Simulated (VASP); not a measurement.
# Cu3N (Pm-3m) in VASP: relaxation of cell and atoms with HSE06

Aim: the relaxation of cell and atoms of Cu3N with HSE06.

Everything below comes from runs of VASP 6.6.1. Logs are shortened: lines on timing, memory, paths and dates and some standing lists are left out, and cuts for length are marked.

## 1. The cell of the first run

It takes space group Pm-3m (No. 221, cubic). The conventional cell has a = 3.789 Å, b = 3.789 Å, c = 3.789 Å, α = 90.00°, β = 90.00°, γ = 90.00°. Within 2.5 Å of Cu (site symmetry 4/mmm) lie 2 N at 1.89 Å. Within 2.5 Å of N (site symmetry m-3m) lie 6 Cu at 1.89 Å.

## 2. Relaxation of cell and atoms, HSE06

Input file POSCAR:

```
Cu3N
1.0
    3.7893700857      0.0000000000      0.0000000000
    0.0000000000      3.7893700857      0.0000000000
    0.0000000000      0.0000000000      3.7893700857
Cu N
3 1
Direct
    0.5000000000      0.0000000000      0.0000000000
    0.0000000000      0.5000000000      0.0000000000
    0.0000000000      0.0000000000      0.5000000000
    0.0000000000      0.0000000000      0.0000000000
```

Input file INCAR.step1:

```
  ALGO = Normal
  EDIFF = 1E-5
  EDIFFG = -0.005
  ENCUT = 600
  GGA = PE
  GGA_COMPAT = False
  IBRION = 2
  ISIF = 3
  ISMEAR = -1
  KPAR = 4
  LASPH = True
  LCHARG = False
  LREAL = False
  LWAVE = True
  NBANDS = 27
  NELM = 120
  NELMIN = 4
  NSW = 100
  PREC = Accurate
  SIGMA = 0.02
```

Input file INCAR.step2:

```
  ALGO = Normal
  EDIFF = 1E-7
  EDIFFG = -0.005
  ENCUT = 600
  GGA = PE
  GGA_COMPAT = False
  HFSCREEN = 0.2079
  IBRION = 2
  ISIF = 3
  ISMEAR = -1
  ISTART = 1
  KPAR = 4
  LASPH = True
  LCHARG = False
  LHFCALC = True
  LREAL = False
  LWAVE = False
  NELM = 120
  NELMIN = 4
  NSW = 80
  PREC = Accurate
  PRECFOCK = Normal
  SIGMA = 0.02
```

Input file KPOINTS:

```
k-points
0
Gamma
  4 4 4
```

Potentials or basis: VASP PAW PBE potentials, release 64 (Cu, N).

The run is started by

```sh
> cat potpaw_PBE.64/Cu/POTCAR potpaw_PBE.64/N/POTCAR > POTCAR
> cp INCAR.step1 INCAR
> mpirun -np 4 vasp_std > vasp.out
> cp INCAR.step2 INCAR
> mpirun -np 4 vasp_std > vasp.out
```

OUTCAR:

```text
EDIFF = 1E-7
   EDIFFG = -0.005
   ENCUT = 600
   GGA = PE
   HFSCREEN = 0.2079
   IBRION = 2
   ISIF = 3
   ISMEAR = -1
   ISTART = 1
   LASPH = True
   LHFCALC = True
   LREAL = False
   NELM = 120
   NELMIN = 4
   NSW = 80
   PREC = Accurate
   PRECFOCK = Normal

 ion  position               nearest neighbor table
   1  0.500  0.000  0.000-   4 1.89   4 1.89   2 2.68   3 2.68   2 2.68   2 2.68   3 2.68   3 2.68
                             3 2.68   2 2.68
   2  0.000  0.500  0.000-   4 1.89   4 1.89   1 2.68   3 2.68   1 2.68   3 2.68   3 2.68   3 2.68
                             1 2.68   1 2.68
   3  0.000  0.000  0.500-   4 1.89   4 1.89   1 2.68   1 2.68   2 2.68   2 2.68   2 2.68   2 2.68
                             1 2.68   1 2.68
   4  0.000  0.000  0.000-   1 1.89   2 1.89   3 1.89   3 1.89   2 1.89   1 1.89

  LATTYP: Found a simple cubic cell.
 ALAT       =     3.7893700857

  Lattice vectors:

 A1 = (   3.7893700857,   0.0000000000,   0.0000000000)
 A2 = (   0.0000000000,   3.7893700857,   0.0000000000)
 A3 = (   0.0000000000,   0.0000000000,   3.7893700857)

Analysis of symmetry for initial positions (statically):
=====================================================================
 Subroutine PRICEL returns:
 Original cell was already a primitive cell.

 Routine SETGRP: Setting up the symmetry group for a
 simple cubic supercell.

 Subroutine GETGRP returns: Found 48 space group operations
 (whereof 48 operations were pure point group operations)
 out of a pool of 48 trial point group operations.

The static configuration has the point symmetry O_h .

Analysis of symmetry for dynamics (positions and initial velocities):
=====================================================================
 Subroutine PRICEL returns:
 Original cell was already a primitive cell.

 Routine SETGRP: Setting up the symmetry group for a
 simple cubic supercell.

 Subroutine GETGRP returns: Found 48 space group operations
 (whereof 48 operations were pure point group operations)
 out of a pool of 48 trial point group operations.

The dynamic configuration has the point symmetry O_h .

 Subroutine INISYM returns: Found 48 space group operations
 (whereof 48 operations are pure point group operations),
 and found     1 'primitive' translations

----------------------------------------------------------------------------------------

                                     Primitive cell

  volume of cell :      54.4128

  direct lattice vectors                    reciprocal lattice vectors
     3.789370086  0.000000000  0.000000000     0.263896103  0.000000000  0.000000000
     0.000000000  3.789370086  0.000000000     0.000000000  0.263896103  0.000000000
     0.000000000  0.000000000  3.789370086     0.000000000  0.000000000  0.263896103

  length of vectors
     3.789370086  3.789370086  3.789370086     0.263896103  0.263896103  0.263896103

  position of ions in fractional coordinates (direct lattice)
     0.500000000  0.000000000  0.000000000
     0.000000000  0.500000000  0.000000000
     0.000000000  0.000000000  0.500000000
     0.000000000  0.000000000  0.000000000

  ion indices of the primitive-cell ions
   primitive index   ion index
                 1           1
                 2           2
                 3           3
                 4           4

----------------------------------------------------------------------------------------

 KPOINTS: k-points

Automatic generation of k-mesh.
 Grid dimensions read from file:
 generate k-points for:    4    4    4

 Generating k-lattice:

  Cartesian coordinates                     Fractional coordinates (reciprocal lattice)
     0.065974026  0.000000000  0.000000000     0.250000000  0.000000000  0.000000000
     0.000000000  0.065974026  0.000000000     0.000000000  0.250000000  0.000000000
     0.000000000  0.000000000  0.065974026     0.000000000  0.000000000  0.250000000

  Length of vectors
     0.065974026  0.065974026  0.065974026

  Shift w.r.t. Gamma in fractional coordinates (k-lattice)
     0.000000000  0.000000000  0.000000000

 Subroutine IBZKPT returns following result:
 ===========================================

 Found     10 irreducible k-points:

 Following reciprocal coordinates:
            Coordinates               Weight
  0.000000  0.000000  0.000000      1.000000
  0.250000  0.000000  0.000000      6.000000
  0.500000  0.000000  0.000000      3.000000
  0.250000  0.250000  0.000000     12.000000
  0.500000  0.250000  0.000000     12.000000
  0.500000  0.500000  0.000000      3.000000
  0.250000  0.250000  0.250000      8.000000
  0.500000  0.250000  0.250000     12.000000
  0.500000  0.500000  0.250000      6.000000
  0.500000  0.500000  0.500000      1.000000
   k-points           NKPTS =     10   k-points in BZ     NKDIM =     64   number of bands    NBANDS=     23
   number of dos      NEDOS =    301   number of ions     NIONS =      4
   total plane-waves  NPLWV =  27000
   dimension x,y,z NGX =    30 NGY =   30 NGZ =   30
   dimension x,y,z NGXF=    60 NGYF=   60 NGZF=   60
   ions per type =               3   1
   NGX,Y,Z   is equivalent  to a cutoff of  13.16, 13.16, 13.16 a.u.
   NGXF,Y,Z  is equivalent  to a cutoff of  26.32, 26.32, 26.32 a.u.
 SYSTEM =  unknown system
   PREC   = accura    normal or accurate (medium, high low for compatibility)
   ISTART =      1    job   : 0-new  1-cont  2-samecut
   ICHARG =      0    charge: 1-file 2-atom 10-const
   ISPIN  =      1    spin polarized calculation?
   LNONCOLLINEAR =      F non collinear calculations
   LSORBIT =      F    spin-orbit coupling
   LASPH  =      T    aspherical Exc in radial PAW
   ENCUT  =  600.0 eV  44.10 Ry    6.64 a.u.   7.57  7.57  7.57*2*pi/ulx,y,z
   NELM   =    120;   NELMIN=  4; NELMDL=  0     # of ELM steps
   EDIFF  = 0.1E-06   stopping-criterion for ELM
   LREAL  =      F    real-space projection
   EDIFFG = -.5E-02   stopping-criterion for IOM
   NSW    =     80    number of steps for IOM
   IBRION =      2    ionic relax: 0-MD 1-quasi-New 2-CG
   NFREE  =      1    steps in history (QN), initial steepest desc. (CG)
   ISIF   =      3    stress and relaxation
   ISYM   =      3    0-nonsym 1-usesym 2-fastsym
   POTIM  = 0.5000    time-step for ionic-motion
   TEBEG  =    0.0;   TEEND  =   0.0 temperature during run
   PSTRESS=    0.0 pullay stress
   NELECT =      38.0000    total number of electrons
   NUPDOWN=      -1.0000    fix difference up-down
   EMIN   =  10.00;   EMAX   =-10.00  energy-range for DOS
   EFERMI =   0.00;   METHOD = LEGACY
   ISMEAR =    -1;   SIGMA  =   0.02  broadening in eV -4-tet -1-fermi 0-gaus
   EFERMI_NEDOS =   21; number of points for ismear=-14 and -15
   IALGO  =     38    algorithm
   IMIX   =      1    mixing-type and parameters
     AMIX     =   0.40;   BMIX     =  1.00
     AMIX_MAG =   1.60;   BMIX_MAG =  1.00
  volume/ion in A,a.u.               =      13.60        91.80
  Fermi-wavevector in a.u.,A,eV,Ry     =   1.452454  2.744740 28.703152  2.109622
  Thomas-Fermi vector in A             =   2.569834
   LORBIT       =      0    0 simple, 1 ext, 2 COOP (PROOUT), +10 PAW based schemes
   GGA     = PE    functional components
   LHFCALC =     T    Hartree Fock is set to
   PRECFOCK=normal    Normal, Fast or Accurate (Low or Medium for compatibility)
   ENCUT4O =  -1.0   cutoff for four orbital integrals eV
   NKREDX  =     1    reduce k-point grid by
   NKREDY  =     1    reduce k-point grid by
   NKREDZ  =     1    reduce k-point grid by
   AEXX    =    0.2500 exact exchange contribution
   HFSCREEN=    0.2079 screening length (either q_TF or 0.3 A-1)
   HFSCREENC=   0.2079 screening length for correlation (either q_TF or 0.3 A-1)
   ENCUTFOCK=  -1.0 apply spherical cutoff to Coloumb kernel
   IVDW    =     0    specifies the selected vdW correction
   LEPSILON=     F    determine dielectric tensor
   LRPA    =     F    only Hartree local field effects (RPA)
 conjugate gradient relaxation of ions
 non-spin polarized calculation
  energy-cutoff  :      600.00
  volume of cell :       54.41
 maximum number of plane-waves:      1856
  NGX = 24; NGY = 24; NGZ = 24

--------------------------------------- Ionic step        1  -------------------------------------------

 number of electron      37.9999988 magnetization

 Free energy of the ion-electron system (eV)
  ---------------------------------------------------
  ext. energy  EPLUGINS =         0.00000000
  ---------------------------------------------------
  free energy    TOTEN  =       -20.41580872 eV

  energy without entropy =      -20.41580872  energy(sigma->0) =      -20.41580872

------------------------ aborting loop because EDIFF is reached ----------------------------------------

  FORCE on cell =-STRESS in cart. coord.  units (eV):
  Direction    XX          YY          ZZ          XY          YZ          ZX
  --------------------------------------------------------------------------------------
  -------------------------------------------------------------------------------------
  Total        1.3328782      1.3328782      1.3328782      0.0000000      0.0000000     -0.0000000
  in kB       39.2464144     39.2464144     39.2464144      0.0000000      0.0000000     -0.0000000
  external PRESSURE =      39.2464144 kB  Pullay stress =       0.0000000 kB
[... 23 lines left out ...]
  energy  without entropy=      -20.4158087178  energy(sigma->0) =      -20.41580872

--------------------------------------- Ionic step        2  -------------------------------------------

 number of electron      37.9999910 magnetization

 E-fermi :   4.2467     XC(G=0):  -8.7019

 val. band max:        3.7843422043   @ k =   0.5000   0.5000   0.5000
 cond. band min:       4.8756748857   @ k =   0.5000   0.5000   0.0000
 fundamental gap:      1.0913326814
 Fermi energy:         4.2466635574

 k-point     1 :       0.0000    0.0000    0.0000
  band No.  band energies     occupation
      1     -14.0076      2.00000
      2      -1.5926      2.00000
      3      -0.8119      2.00000
      4      -0.8119      2.00000
      5      -0.8119      2.00000
      6      -0.7797      2.00000
[... 284 lines left out ...]
  energy  without entropy=      -20.4316675164  energy(sigma->0) =      -20.43166752

--------------------------------------- Ionic step        3  -------------------------------------------

 number of electron      37.9999921 magnetization

 Free energy of the ion-electron system (eV)
  ---------------------------------------------------
  ext. energy  EPLUGINS =         0.00000000
  ---------------------------------------------------
  free energy    TOTEN  =       -20.43681026 eV

  energy without entropy =      -20.43681026  energy(sigma->0) =      -20.43681026

 E-fermi :   4.4189     XC(G=0):  -8.7669

 val. band max:        3.9600760416   @ k =   0.5000   0.5000   0.5000
 cond. band min:       4.9872661148   @ k =   0.5000   0.5000   0.0000
 fundamental gap:      1.0271900732
 Fermi energy:         4.4189404974

 k-point     1 :       0.0000    0.0000    0.0000
  band No.  band energies     occupation
      1     -13.9940      2.00000
      2      -1.5372      2.00000
      3      -0.7379      2.00000
      4      -0.7379      2.00000
      5      -0.7379      2.00000
      6      -0.7126      2.00000
[... 280 lines left out ...]
  FREE ENERGIE OF THE ION-ELECTRON SYSTEM (eV)
  ---------------------------------------------------
  free  energy   TOTEN  =       -20.4368102605 eV

  energy  without entropy=      -20.4368102605  energy(sigma->0) =      -20.43681026

 reached required accuracy - stopping structural energy minimisation
```

It took 33 min on 4 MPI ranks of Intel Xeon Platinum 8488C (Sapphire Rapids), shared host; peak memory 0.29 GiB.

Results:

```
Free energy                           : -20.4368 eV
Relaxed volume                        : 14.04 Å³/atom
Relaxed cell                          : a = 3.830 Å, b = 3.830 Å, c = 3.830 Å, α = 90.00°, β = 90.00°, γ = 90.00°
Space group after relaxing (to 0.1 Å) : Pm-3m (No. 221)
Energy gained by relaxing             : 5.3 meV/atom
Ionic steps                           : 3
Pressure after relaxing               : 0.0 GPa
Band gap on the k mesh                : 1.03 eV (least direct gap 1.74 eV)
```

The path:
```
step  energy change (eV)  largest force (eV/Å)  pressure (GPa)  volume (Å³)
   1              0.0000                0.0000            3.92        54.41
   2             -0.0159                0.0000           -1.81        57.08
   3             -0.0210                0.0000            0.02        56.17
```

Final structure:
```cif
data_structure
_symmetry_space_group_name_H-M 'P 1'
_symmetry_Int_Tables_number 1
_cell_length_a 3.8298
_cell_length_b 3.8298
_cell_length_c 3.8298
_cell_angle_alpha 90.000
_cell_angle_beta 90.000
_cell_angle_gamma 90.000
_cell_volume 56.17
loop_
_atom_site_label
_atom_site_type_symbol
_atom_site_fract_x
_atom_site_fract_y
_atom_site_fract_z
_atom_site_occupancy
Cu1 Cu 0.50000 0.00000 0.00000 1
Cu2 Cu 0.00000 0.50000 0.00000 1
Cu3 Cu 0.00000 0.00000 0.50000 1
N1 N 0.00000 0.00000 0.00000 1
```

Caveat: the PAW data sets were made with another functional, which shifts forces and pressure a little. A k mesh can miss the band edges.
